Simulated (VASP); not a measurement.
Set up this calculation in VASP 6.6.1, as the native input.

```
Task                   : relaxation of cell and atoms
Functional             : PBE
Potentials or basis    : VASP PAW PBE potentials, release 64 (Hg, O)
Cutoff                 : 600 eV
k mesh                 : 3 × 3 × 2
Occupations            : gaussian, width 0.15 eV
Spin                   : no spin polarisation
Dipole correction      : no
Further INCAR settings : ALGO = Normal; EDIFF = 1e-06; IBRION = 2; EDIFFG = -0.08; NSW = 36; ISIF = 3
```

The structure of Hg2O lies in POSCAR:

```
Hg2O
1.0
    2.3740726900     -3.5084007800      0.0000000000
    2.3740726900      3.5084007800      0.0000000000
    0.0000000000      0.0000000000      7.5387471000
Hg O
4 2
Direct
    0.0065430000      0.9934570000      0.3087840100
    0.9934570000      0.0065430000      0.8087840100
    0.3940050000      0.6059950000      0.0646510000
    0.6059950000      0.3940050000      0.5646510000
    0.2167099900      0.7832900100      0.5638179800
    0.7832900100      0.2167099900      0.0638179800
```

The input as run:

INCAR

```
SYSTEM = Hg2O
ALGO = Normal
EDIFF = 1E-6
EDIFFG = -0.08
ENCUT = 600
GGA = PE
IBRION = 2
ISIF = 3
ISMEAR = 0
LASPH = .True.
LCHARG = .False.
LREAL = .False.
LWAVE = .False.
NELM = 80
NSW = 36
PREC = Accurate
SIGMA = 0.15
```

KPOINTS

```
k-points
0
Gamma
  3 3 2
  0 0 0
```

Potentials or basis: VASP PAW PBE potentials, release 64 (Hg, O).

Launch:

```console
$ cat potpaw_PBE.64/Hg/POTCAR potpaw_PBE.64/O/POTCAR > POTCAR
$ mpirun -np 1 vasp_std > vasp.out
```

It gave:

| Quantity | Value |
| --- | --- |
| Relaxed volume | 24.25 Å³/atom |
| Relaxed cell | a = 4.673 Å, b = 4.673 Å, c = 6.701 Å, α = 90.00°, β = 90.00°, γ = 96.11° |
| Space group after relaxing (to 0.05 Å) | Cmcm (No. 63) |
| Energy gained by relaxing | 310.0 meV/atom |
| Ionic steps | 30 |
| Pressure after relaxing | -0.1 GPa |
| Largest force after relaxing | 0.076 eV/Å |
| Band gap on the k mesh | 1.53 eV, direct |

Caveat: the k points lie up to 0.47 Å⁻¹ apart in the final cell; the volume moved by over 15 % at a fixed basis, so the end points are rough; spin-orbit coupling is left out, which moves the levels of the heavy elements; the relaxation stopped at a loose force limit of 0.08 eV/Å, so its end isn't a converged minimum.

It took 20 min on 1 thread of AMD EPYC 7R13, on a shared host, peak memory 0.27 GiB.
